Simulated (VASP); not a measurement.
Runs of VASP 6.6.1 on Sb. The structure is that of space group I4/mmm (No. 139), or close to it. The cells are those of the table. 

```csv
task,cell,k mesh,cutoff (eV),gap on the mesh (eV),pressure (GPa),relaxed volume (Å³/atom)
single point,"a = 4.849 Å, angles 115.4, 115.4, 98.1°, 3 atoms",6 × 6 × 6,520,none,8.5,-
relaxation of cell and atoms,"relaxed from a = 5.043 Å, angles 112.7, 112.7, 103.3°, 3 atoms",12 × 12 × 12,600,none,0.0,32.69
single point,"a = 5.043 Å, angles 112.7, 112.7, 103.3°, 3 atoms",6 × 6 × 6,520,none,0.0,-
single point,"a = 5.045 Å, angles 112.1, 112.1, 104.3°, 3 atoms",12 × 12 × 12,520,none,-0.1,-
relaxation of cell and atoms,"relaxed from a = 4.849 Å, angles 115.4, 115.4, 98.1°, 3 atoms",6 × 6 × 6,600,none,-0.1,(a)
```

Alike in all rows: level PBE; potentials or basis VASP PAW PBE potentials, release 64 (Sb); no spin polarisation; smearing gaussian 0.1 eV.

Q: Estimate the missing entries.

A: (a) 32.65.

Caveats: spin-orbit coupling is left out, which moves the levels of the heavy elements.

A k mesh can miss the band edges, and the runs leave out spin-orbit coupling on Sb.

A gap of «none» marks levels without a gap at the run's occupations.
